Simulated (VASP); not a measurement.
# Si4Mo2C in VASP: a series of runs, part 2 of 2

VASP 6.6.1. The steps go on from the part before.

## (5) Relaxation of the atoms, PBE

File INCAR:

```
PREC = Accurate
ENCUT = 520
EDIFF = 1E-6
ISMEAR = 0
SIGMA = 0.1
LREAL = False
LASPH = True
NELM = 80
ALGO = Fast
ISIF = 2
LWAVE = False
LCHARG = False
LDIPOL = True
IDIPOL = 3
DIPOL = 0.5 0.5 0.354
GGA = PE
IBRION = 2
NSW = 36
EDIFFG = -0.025
```

File KPOINTS:

```
regular mesh
0
Gamma
  8 8 1
```

File POSCAR:

```
Si4Mo2C
1.0
    3.2169717285      0.0000000000      0.0000000000
    0.0000000000      3.2169717285      0.0000000000
    0.0000000000      0.0000000000     21.8787970046
Si Mo C
4 2 1
Selective dynamics
Direct
    0.0000000000      0.0000000000      0.1828254085  F F F
    0.0000000000      0.0000000000      0.3015081460  F F F
    0.5000000000      0.5000000000      0.3593659936  F F F
    0.5000000000      0.5000000000      0.4743769505  F F F
    0.5000000000      0.5000000000      0.2421667772  F F F
    0.0000000000      0.0000000000      0.4192862006  F F F
    0.7500000000      1.0000000000      0.5018198286  F F T
```

Potentials or basis: VASP PAW PBE potentials, release 64 (Si, Mo_sv, C).

Command:

```bash
> cat potpaw_PBE.64/Si/POTCAR potpaw_PBE.64/Mo_sv/POTCAR potpaw_PBE.64/C/POTCAR > POTCAR
> mpirun -np 1 vasp_std > vasp.out
```

OUTCAR:

```text
PREC = Accurate
   ENCUT = 520
   EDIFF = 1E-6
   ISMEAR = 0
   LREAL = False
   LASPH = True
   NELM = 80
   ISIF = 2
   GGA = PE
   IBRION = 2
   NSW = 36
   EDIFFG = -0.025

 ion  position               nearest neighbor table
   1  0.000  0.000  0.183-   2 2.60   5 2.62   5 2.62   5 2.62   5 2.62
   2  0.000  0.000  0.302-   6 2.58   1 2.60   3 2.60   3 2.60   3 2.60   3 2.60   5 2.62   5 2.62
                             5 2.62   5 2.62
   3  0.500  0.500  0.359-   4 2.52   5 2.56   2 2.60   2 2.60   2 2.60   2 2.60   6 2.63   6 2.63
                             6 2.63   6 2.63
   4  0.500  0.500  0.474-   7 1.90   7 1.90   3 2.52   6 2.57   6 2.57   6 2.57   6 2.57
   5  0.500  0.500  0.242-   3 2.56   1 2.62   1 2.62   1 2.62   1 2.62   2 2.62   2 2.62   2 2.62
                             2 2.62
   6  0.000  0.000  0.419-   7 1.98   4 2.57   4 2.57   4 2.57   4 2.57   2 2.58   3 2.63   3 2.63
                             3 2.63   3 2.63
   7  0.750  0.000  0.502-   4 1.90   4 1.90   6 1.98

  LATTYP: Found a simple tetragonal cell.
 ALAT       =     3.2169717285
 C/A-ratio  =     6.8010535532

  Lattice vectors:

 A1 = (   3.2169717285,   0.0000000000,   0.0000000000)
 A2 = (   0.0000000000,   3.2169717285,   0.0000000000)
 A3 = (   0.0000000000,   0.0000000000,  21.8787970046)

Analysis of symmetry for initial positions (statically):
[... 209 lines left out ...]
  in kB       14.1610487      5.5276298     42.4540758      0.0000000      0.0000000    -31.0767234
  external PRESSURE =      20.7142515 kB  Pullay stress =       0.0000000 kB
[... 69 lines left out ...]
--------------------------------------- Ionic step        3  -------------------------------------------

 number of electron      48.0000007 magnetization

 dipolmoment           0.000000      0.000000      0.062996 electrons x Angstroem

 Free energy of the ion-electron system (eV)
  ---------------------------------------------------
  ext. energy  EPLUGINS =         0.00000000
  ---------------------------------------------------
  free energy    TOTEN  =       -50.66226710 eV

  energy without entropy =      -50.64804989  energy(sigma->0) =      -50.65515849

 E-fermi :   1.4840     XC(G=0):  -5.6279

 val. band max:        1.4708269523   @ k =   0.2500   0.1250   0.0000
 cond. band min:       1.5332502367   @ k =   0.0000   0.0000   0.0000
 fundamental gap:      0.0624232844
 Fermi energy:         1.4840458558

 k-point     1 :       0.0000    0.0000    0.0000
  band No.  band energies     occupation
      1     -59.5545      2.00000
      2     -59.1210      2.00000
      3     -33.8366      2.00000
      4     -33.7254      2.00000
      5     -33.5554      2.00000
      6     -33.2824      2.00000
[... 733 lines left out ...]
     27       3.6545      0.00000
     28       3.7564      0.00000

 [... further k-points ...]

------------------------ aborting loop because EDIFF is reached ----------------------------------------

 vacuum level on the upper side and lower side of the slab       (xc-potential included)         0.351        -0.743

  FORCE on cell =-STRESS in cart. coord.  units (eV):
  Direction    XX          YY          ZZ          XY          YZ          ZX
  --------------------------------------------------------------------------------------
  -------------------------------------------------------------------------------------
  Total        1.4643872      0.4735221      4.6659570      0.0000000      0.0000000     -4.1639181
  in kB       10.3621191      3.3506798     33.0166791      0.0000000      0.0000000    -29.4642123
  external PRESSURE =      15.5764926 kB  Pullay stress =       0.0000000 kB
[... 22 lines left out ...]
  FREE ENERGIE OF THE ION-ELECTRON SYSTEM (eV)
  ---------------------------------------------------
  free  energy   TOTEN  =       -50.6622670964 eV

  energy  without entropy=      -50.6480498869  energy(sigma->0) =      -50.65515849

 reached required accuracy - stopping structural energy minimisation

 vacuum level on the upper side and lower side of the slab         6.926         5.803
```

CONTCAR:

```text
Si4Mo2C
   1.00000000000000
     3.2169717284999999    0.0000000000000000    0.0000000000000000
     0.0000000000000000    3.2169717284999999    0.0000000000000000
     0.0000000000000000    0.0000000000000000   21.8787970045999991
  Si              Mo              C
     4     2     1
Selective dynamics
Direct
     0.0000000000000000    0.0000000000000000    0.1828254085000012   F   F   F
     0.0000000000000000    0.0000000000000000    0.3015081460000033   F   F   F
     0.5000000000000000    0.5000000000000000    0.3593659936000009   F   F   F
     0.5000000000000000    0.5000000000000000    0.4743769505000017   F   F   F
     0.5000000000000000    0.5000000000000000    0.2421667771999978   F   F   F
     0.0000000000000000    0.0000000000000000    0.4192862005999984   F   F   F
     0.7500000000000000    0.0000000000000000    0.5038354690455581   F   F   T

  0.00000000E+00  0.00000000E+00  0.00000000E+00
  0.00000000E+00  0.00000000E+00  0.00000000E+00
  0.00000000E+00  0.00000000E+00  0.00000000E+00
  0.00000000E+00  0.00000000E+00  0.00000000E+00
  0.00000000E+00  0.00000000E+00  0.00000000E+00
  0.00000000E+00  0.00000000E+00  0.00000000E+00
  0.00000000E+00  0.00000000E+00  0.00000000E+00
```

It took 11 min on 1 thread of Oxide Virtual Turin-like, shared host; peak memory 0.36 GiB.

Results:

| Property | Result |
| --- | --- |
| Free energy | -50.6623 eV |
| Energy gained by relaxing | 2.3 meV/atom |
| Ionic steps | 3 |
| Band gap on the k mesh | zero (bands 24 and 25 overlap by 0.37 eV) |

The path:
| step | energy change (eV) | largest force on free atoms (eV/Å) | pressure (GPa) |
| --- | --- | --- | --- |
| 1 | 0.0000 | 0.7394 | 2.07 |
| 2 | -0.0154 | 0.1332 | 1.65 |
| 3 | -0.0159 | 0.0011 | 1.56 |

Final structure:
```cif
data_structure
_symmetry_space_group_name_H-M 'P 1'
_symmetry_Int_Tables_number 1
_cell_length_a 3.2170
_cell_length_b 3.2170
_cell_length_c 21.8788
_cell_angle_alpha 90.000
_cell_angle_beta 90.000
_cell_angle_gamma 90.000
_cell_volume 226.42
loop_
_atom_site_label
_atom_site_type_symbol
_atom_site_fract_x
_atom_site_fract_y
_atom_site_fract_z
_atom_site_occupancy
Si1 Si 0.00000 0.00000 0.18283 1
Si2 Si 0.00000 0.00000 0.30151 1
Si3 Si 0.50000 0.50000 0.35937 1
Si4 Si 0.50000 0.50000 0.47438 1
Mo1 Mo 0.50000 0.50000 0.24217 1
Mo2 Mo 0.00000 0.00000 0.41929 1
C1 C 0.75000 0.00000 0.50384 1
```

## (6) The runs side by side

| task | cell | atoms held fixed (from 0) | atoms held along some axes (from 0) | gap on the mesh (eV) | largest force (eV/Å) |
| --- | --- | --- | --- | --- | --- |
| single point | as given, atomic positions A | - | - | none | 1.08 |
| single point | as given, atomic positions B | - | - | none | 2.90 |
| single point | as given, atomic positions C | - | - | none | 0.67 |
| relaxation of the atoms | atoms relaxed, atomic positions D | [0, 1, 2, 3, 4, 5] | atom 6 along a and b | none | - |

Alike in all rows: level PBE; potentials or basis VASP PAW PBE potentials, release 64 (Si, Mo_sv, C); no spin polarisation; k mesh 8 × 8 × 1; cutoff (eV) 520; smearing gaussian 0.1 eV.

Total energies depend on the potentials used, so only differences within one code and one set of settings carry meaning.

The gap in the log of VASP goes by the Fermi energy; the results here count the filled bands.